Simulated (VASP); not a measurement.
# As (R-3m) in VASP: notebook

As is run at these levels: PBEsol; tasks: relaxation of cell and atoms, single point.

All numbers are computed with VASP 6.6.1; they aren't measurements. Logs are shortened: lines on timing, memory, paths and dates and some standing lists are left out, and cuts for length are marked.

## Step 1: The cell of the first run

It takes space group R-3m (No. 166, trigonal). The conventional cell has a = 3.759 Å, b = 3.759 Å, c = 10.457 Å, α = 90.00°, β = 90.00°, γ = 120.00°. As (site symmetry 3m) has 6 As at 2.52 to 3.10 Å within 3.3 Å.

## Step 2: Relaxation of cell and atoms, PBEsol

Contents of INCAR:

```
  PREC = Accurate
  ENCUT = 600
  EDIFF = 1E-6
  ISMEAR = 0
  SIGMA = 0.1
  LREAL = False
  LASPH = True
  NELM = 80
  ALGO = Normal
  ISIF = 3
  LWAVE = False
  LCHARG = False
  GGA = PS
  IBRION = 2
  NSW = 100
  EDIFFG = -0.01
```

Contents of KPOINTS:

```
Automatic mesh
0
Gamma
  18 18 18
```

Contents of POSCAR:

```
As
1.0
    1.8797494575      1.0852738553      3.4857700000
   -1.8797494575      1.0852738553      3.4857700000
    0.0000000000     -2.1705477106      3.4857700000
As
2
Direct
    0.2275400000      0.2275400000      0.2275400000
    0.7724600000      0.7724600000      0.7724600000
```

Potentials or basis: VASP PAW PBE potentials, release 64 (As).

The run is started by

```
$ cat potpaw_PBE.64/As/POTCAR > POTCAR
$ mpirun -np 1 vasp_std > vasp.out
```

OUTCAR:

```text
PREC = Accurate
   ENCUT = 600
   EDIFF = 1E-6
   ISMEAR = 0
   LREAL = False
   LASPH = True
   NELM = 80
   ISIF = 3
   GGA = PS
   IBRION = 2
   NSW = 100
   EDIFFG = -0.01

 ion  position               nearest neighbor table
   1  0.228  0.228  0.228-   2 2.52   2 2.52   2 2.52
   2  0.772  0.772  0.772-   1 2.52   1 2.52   1 2.52

  LATTYP: Found a trigonal (rhomboedric) cell.
 ALAT       =     4.1063207202
 COS(alpha) =     0.5808936906

  Lattice vectors:

 A1 = (   1.8797494575,   1.0852738553,   3.4857700000)
 A2 = (  -1.8797494575,   1.0852738553,   3.4857700000)
 A3 = (   0.0000000000,  -2.1705477106,   3.4857700000)

Analysis of symmetry for initial positions (statically):
=====================================================================
 Subroutine PRICEL returns:
 Original cell was already a primitive cell.

 Routine SETGRP: Setting up the symmetry group for a
 trigonal (rhombohedral) supercell.

 Subroutine GETGRP returns: Found 12 space group operations
 (whereof 12 operations were pure point group operations)
 out of a pool of 12 trial point group operations.

The static configuration has the point symmetry D_3d.

Analysis of symmetry for dynamics (positions and initial velocities):
=====================================================================
 Subroutine PRICEL returns:
 Original cell was already a primitive cell.

 Routine SETGRP: Setting up the symmetry group for a
 trigonal (rhombohedral) supercell.

 Subroutine GETGRP returns: Found 12 space group operations
 (whereof 12 operations were pure point group operations)
 out of a pool of 12 trial point group operations.

The dynamic configuration has the point symmetry D_3d.

 Subroutine INISYM returns: Found 12 space group operations
 (whereof 12 operations are pure point group operations),
 and found     1 'primitive' translations

----------------------------------------------------------------------------------------

                                     Primitive cell

  volume of cell :      42.6667

  direct lattice vectors                    reciprocal lattice vectors
     1.879749457  1.085273855  3.485770000     0.265992895  0.153571070  0.095626887
    -1.879749457  1.085273855  3.485770000    -0.265992895  0.153571070  0.095626887
     0.000000000 -2.170547711  3.485770000     0.000000000 -0.307142139  0.095626887

  length of vectors
[... 107 lines left out ...]
   GGA     = PS    functional components
   LHFCALC =     F    Hartree Fock is set to
   AEXX    =    0.0000 exact exchange contribution
   IVDW    =     0    specifies the selected vdW correction
   LEPSILON=     F    determine dielectric tensor
   LRPA    =     F    only Hartree local field effects (RPA)
 conjugate gradient relaxation of ions
 non-spin polarized calculation
 Gauss-broadening in eV      SIGMA  =   0.10
  energy-cutoff  :      600.00
  volume of cell :       42.67
 maximum number of plane-waves:      1443
 NGX is ok and might be reduce to    36

--------------------------------------- Ionic step        1  -------------------------------------------

 number of electron      10.0000000 magnetization

 Free energy of the ion-electron system (eV)
  ---------------------------------------------------
  ext. energy  EPLUGINS =         0.00000000
  ---------------------------------------------------
  free energy    TOTEN  =       -10.20381607 eV

  energy without entropy =      -10.20239916  energy(sigma->0) =      -10.20310761

------------------------ aborting loop because EDIFF is reached ----------------------------------------

  FORCE on cell =-STRESS in cart. coord.  units (eV):
  Direction    XX          YY          ZZ          XY          YZ          ZX
  --------------------------------------------------------------------------------------
  -------------------------------------------------------------------------------------
  Total        0.2514253      0.2514253     -0.0559603      0.0000000     -0.0000000      0.0000000
  in kB        9.4412661      9.4412661     -2.1013638      0.0000000     -0.0000000      0.0000000
  external PRESSURE =       5.5937228 kB  Pullay stress =       0.0000000 kB
[... 89 lines left out ...]
  FREE ENERGIE OF THE ION-ELECTRON SYSTEM (eV)
  ---------------------------------------------------
  free  energy   TOTEN  =       -10.2071006524 eV

  energy  without entropy=      -10.2058561809  energy(sigma->0) =      -10.20647842

[... ionic steps 4 to 7 ...]

--------------------------------------- Ionic step        8  -------------------------------------------

 number of electron      10.0000000 magnetization

------------------------ aborting loop because EDIFF is reached ----------------------------------------
[... 67 lines left out ...]
--------------------------------------- Ionic step       10  -------------------------------------------

 number of electron      10.0000000 magnetization

 Free energy of the ion-electron system (eV)
  ---------------------------------------------------
  ext. energy  EPLUGINS =         0.00000000
  ---------------------------------------------------
  free energy    TOTEN  =       -10.21407626 eV

  energy without entropy =      -10.21335271  energy(sigma->0) =      -10.21371449

 E-fermi :   5.6190     XC(G=0): -10.2662

 val. band max:        5.6010441105   @ k =   0.3889   0.1667   0.1667
 cond. band min:       5.6195560463   @ k =   0.3889   0.2778   0.2778
 fundamental gap:      0.0185119359
 Fermi energy:         5.6190256818

 k-point     1 :       0.0000    0.0000    0.0000
  band No.  band energies     occupation
      1      -9.5142      2.00000
      2       0.0523      2.00000
      3       3.2479      2.00000
      4       3.5478      2.00000
      5       3.5478      2.00000
      6       7.7383      0.00000
      7       8.7473      0.00000
      8       8.7473      0.00000
      9      12.0387      0.00000
[... 265 lines left out ...]
 k-point    24 :      -0.2222    0.0556    0.0000
  band No.  band energies     occupation
      1      -8.6886      2.00000
      2      -2.4260      2.00000
      3       2.7784      2.00000
      4       3.5364      2.00000
      5       4.2086      2.00000
      6       6.8357      0.00000
      7       7.0735      0.00000
      8       8.2440      0.00000
      9      11.3409      0.00000

 [... further k-points ...]
[... 5 lines left out ...]
  --------------------------------------------------------------------------------------
  -------------------------------------------------------------------------------------
  Total        0.0084438      0.0084438      0.0121187      0.0000000     -0.0000000      0.0000000
  in kB        0.3238232      0.3238232      0.4647592      0.0000000     -0.0000000      0.0000000
  external PRESSURE =       0.3708019 kB  Pullay stress =       0.0000000 kB
[... 17 lines left out ...]
  FREE ENERGIE OF THE ION-ELECTRON SYSTEM (eV)
  ---------------------------------------------------
  free  energy   TOTEN  =       -10.2140762595 eV

  energy  without entropy=      -10.2133527122  energy(sigma->0) =      -10.21371449

 reached required accuracy - stopping structural energy minimisation
```

CONTCAR:

```text
As
   1.00000000000000
     1.8940170196385249    1.0935112361414323    3.3618776986443044
    -1.8940170196385249    1.0935112361414323    3.3618776986443044
     0.0000000000000000   -2.1870224722828646    3.3618776986443044
  As
     2
Direct
     0.2305712892980231    0.2305712892980231    0.2305712892980231
     0.7694287107019768    0.7694287107019768    0.7694287107019768

  0.00000000E+00  0.00000000E+00  0.00000000E+00
  0.00000000E+00  0.00000000E+00  0.00000000E+00
```

Run time: 16 min. Hardware: 1 thread of Intel Xeon 6975P-C (Granite Rapids), shared host; peak memory 0.4 GiB.

What came out:

| Property | Result |
| --- | --- |
| Free energy | -10.2141 eV |
| Relaxed volume | 20.89 Å³/atom |
| Relaxed cell | a = 4.011 Å, b = 4.011 Å, c = 4.011 Å, α = 56.36°, β = 56.36°, γ = 56.36° |
| Space group after relaxing (to 0.1 Å) | R-3m (No. 166) |
| Energy gained by relaxing | 5.1 meV/atom |
| Ionic steps | 10 |
| Pressure after relaxing | 0.0 GPa |
| Largest force after relaxing | 0.004 eV/Å |
| Band gap on the k mesh | zero (bands 5 and 6 overlap by 0.34 eV) |

Forces in eV/Å, atoms in the order of the input:
```
As   0.000  0.000 -0.004
As   0.000  0.000  0.004
```

The path:
```csv
step,energy change (eV),largest force (eV/Å),pressure (GPa),volume (Å³)
1,0.0000,0.2275,0.56,42.67
2,-0.0031,0.0004,-0.96,43.13
3,-0.0033,0.0390,-0.69,43.05
4,-0.0064,0.0199,-0.49,42.68
5,-0.0100,0.0211,0.10,41.83
6,-0.0100,0.0257,0.18,41.73
7,-0.0102,0.0217,-0.12,41.83
8,-0.0102,0.0226,-0.05,41.81
9,-0.0102,0.0096,0.10,41.76
10,-0.0103,0.0042,0.04,41.78
```

Final structure:
```cif
data_structure
_symmetry_space_group_name_H-M 'P 1'
_symmetry_Int_Tables_number 1
_cell_length_a 4.0106
_cell_length_b 4.0106
_cell_length_c 4.0106
_cell_angle_alpha 56.361
_cell_angle_beta 56.361
_cell_angle_gamma 56.361
_cell_volume 41.78
loop_
_atom_site_label
_atom_site_type_symbol
_atom_site_fract_x
_atom_site_fract_y
_atom_site_fract_z
_atom_site_occupancy
As1 As 0.23057 0.23057 0.23057 1
As2 As 0.76943 0.76943 0.76943 1
```

Levels at points of the mesh, in eV from the Fermi level:
```csv
k point,band 1,band 2,band 3,band 4,band 5,band 6,band 7,band 8,band 9
"(0.00, 0.00, 0.00)",-15.13,-5.57,-2.37,-2.07,-2.07,2.12,3.13,3.13,6.42
"(0.50, 0.00, 0.00)",-12.29,-11.30,-2.55,-2.37,-0.35,-0.29,0.23,0.86,9.35
"(0.50, 0.50, 0.00)",-12.24,-9.51,-6.36,-4.37,-4.30,1.54,5.71,6.68,7.71
"(0.50, 0.50, 0.50)",-13.43,-10.39,-1.71,-1.71,-0.69,0.34,0.34,1.54,8.42
```

Caveat: the PAW data sets were made with another functional, which shifts forces and pressure a little.

## Step 3: Single point, PBEsol

This run uses another cell than the first one, of 20.85 Å³/atom.

Contents of INCAR:

```
SYSTEM = As
ALGO     = Normal         ! electronic algorithm
EDIFF    = 1E-6           ! SCF threshold, eV
ENCUT    = 520            ! plane-wave cutoff, eV
GGA      = PS             ! functional
ISIF     = 2              ! what is computed and relaxed
ISMEAR   = 0              ! smearing method
LASPH    = .TRUE.         ! aspherical terms in the spheres
LCHARG   = .TRUE.         ! write CHGCAR
LELF     = .TRUE.         ! ELF
LREAL    = .FALSE.        ! projectors in reciprocal space
LVHAR    = .TRUE.       
LWAVE    = .FALSE.        ! write WAVECAR
NBANDS   = 12             ! bands
NELM     = 100            ! most SCF steps
PREC     = Accurate       ! precision mode
SIGMA    = 0.1            ! smearing width, eV
```

Contents of KPOINTS:

```
k-points
0
G
  18 18 18
  0 0 0
```

Contents of POSCAR:

```
As
1.0
    1.8906200818      1.0915500132      3.3673189161
   -1.8906200818      1.0915500132      3.3673189161
    0.0000000000     -2.1831000264      3.3673189161
As
2
Direct
    0.2301876476      0.2301876476      0.2301876476
    0.7698123524      0.7698123524      0.7698123524
```

Potentials or basis: VASP PAW PBE potentials, release 64 (As).

The run is started by

```
$ cat potpaw_PBE.64/As/POTCAR > POTCAR
$ mpirun -np 1 vasp_std > vasp.out
```

It took 3.9 min on 1 thread of Intel Xeon 8259CL, shared host; peak memory 0.37 GiB.

The run converged. Its results:

```
Free energy            : -10.2136 eV
Pressure               : 0.4 GPa
Largest force          : 0.056 eV/Å
Band gap on the k mesh : zero (bands 5 and 6 overlap by 0.34 eV)
```

Forces in eV/Å, atoms in the order of the input:
```
As   0.000  0.000  0.056
As   0.000  0.000 -0.056
```

Stress tensor (GPa, compression positive):
```
0.48 0.00 0.00
0.00 0.48 0.00
0.00 0.00 0.34
```

Levels at points of the mesh, in eV from the Fermi level:
```csv
k point,band 1,band 2,band 3,band 4,band 5,band 6,band 7,band 8,band 9,band 10
"(0.00, 0.00, 0.00)",-15.17,-5.56,-2.40,-2.09,-2.09,2.07,3.11,3.11,6.44,6.44
"(0.50, 0.00, 0.00)",-12.32,-11.31,-2.60,-2.42,-0.36,-0.29,0.22,0.89,9.32,9.86
"(0.50, 0.50, 0.00)",-12.28,-9.55,-6.37,-4.39,-4.31,1.50,5.71,6.72,7.71,10.68
"(0.50, 0.50, 0.50)",-13.49,-10.39,-1.73,-1.73,-0.70,0.36,0.36,1.57,8.38,10.72
```

Caveat: the PAW data sets were made with another functional, which shifts forces and pressure a little.

## Step 4: Single point, PBEsol

This run uses another cell than the first one: it holds 12 atoms, not 2.

Contents of INCAR:

```
SYSTEM = As
PREC = Accurate
ENCUT = 600
EDIFF = 1E-6
ISMEAR = 0
SIGMA = 0.1
LREAL = .FALSE.
LASPH = .TRUE.
NELM = 120
ALGO = Normal
ISIF = 2
LWAVE = .FALSE.
LCHARG = .FALSE.
GGA = PS
NBANDS = 102
GGA_COMPAT = .FALSE.
```

Contents of KPOINTS:

```
Automatic mesh
0
G
  3 3 3
  0 0 0
```

Contents of POSCAR:

```
As
1.0
    4.1310902106      2.3850860451      4.6240701310
   -4.1310902106      2.3850860451      4.6240701310
    0.0000000000     -4.7701720902      4.6240701310
As
12
Direct
    0.0363784023      0.6538226503      0.0363784023
    0.0363784023      0.0363784023      0.6538226503
    0.6538226503      0.0363784023      0.0363784023
    0.9636215977      0.3461773497      0.9636215977
    0.3461773497      0.9636215977      0.9636215977
    0.9636215977      0.9636215977      0.3461773497
    0.2875045150      0.6038062618      0.2875045150
    0.2875045150      0.2875045150      0.6038062618
    0.6038062618      0.2875045150      0.2875045150
    0.7124954850      0.3961937382      0.7124954850
    0.3961937382      0.7124954850      0.7124954850
    0.7124954850      0.7124954850      0.3961937382
```

Potentials or basis: VASP PAW PBE potentials, release 64 (As_d).

The run is started by

```
$ cat potpaw_PBE.64/As_d/POTCAR > POTCAR
$ mpirun -np 1 vasp_std > vasp.out
```

It took 6.9 min on 1 thread of Intel Xeon Platinum 8259CL at 2.50GHz (Skylake/Cascade Lake), shared host; peak memory 0.45 GiB.

Results (log left out):

```
Free energy            : -57.4000 eV
Pressure               : 0.1 GPa
Largest force          : 0.007 eV/Å
Band gap on the k mesh : zero (bands 90 and 91 overlap by 0.99 eV)
```

Forces on the atoms (eV/Å):
```
As  -0.005  0.003 -0.004
As   0.000 -0.005 -0.004
As   0.005  0.003 -0.004
As   0.005 -0.003  0.004
As  -0.005 -0.003  0.004
As   0.000  0.005  0.004
As   0.000  0.000  0.002
As   0.000  0.000  0.002
As   0.000  0.000  0.002
As   0.000  0.000 -0.002
As   0.000  0.000 -0.002
As   0.000  0.000 -0.002
```

Levels at points of the mesh, in eV from the Fermi level:
```
           k point  band 88  band 89  band 90  band 91  band 92  band 93
(0.00, 0.00, 0.00)    -1.24     0.15     0.15     0.49     0.49     0.61
```

Caveat: the PAW data sets were made with another functional, which shifts forces and pressure a little.

## Step 5: Overview

```tsv
task	potentials or basis	cell	k mesh	cutoff (eV)	gap on the mesh (eV)	pressure (GPa)	largest force (eV/Å)
relaxation of cell and atoms	VASP PAW PBE potentials, release 64 (As)	relaxed from a = 4.106 Å, angles 54.5°, 2 atoms, atomic positions A	18 × 18 × 18	600	none	0.0	-
single point	VASP PAW PBE potentials, release 64 (As)	a = 4.013 Å, angles 56.2°, 2 atoms, atomic positions B	18 × 18 × 18	520	none	0.4	0.06
single point	VASP PAW PBE potentials, release 64 (As_d)	a = 6.644 Å, angles 76.9°, 12 atoms, atomic positions C	3 × 3 × 3	600	none	0.1	0.01
```

Alike in all rows: level PBEsol; no spin polarisation; smearing gaussian 0.1 eV.

Caveats: the PAW data sets were made with another functional, which shifts forces and pressure a little.

Absolute energies hang on the potentials; compare differences alone.
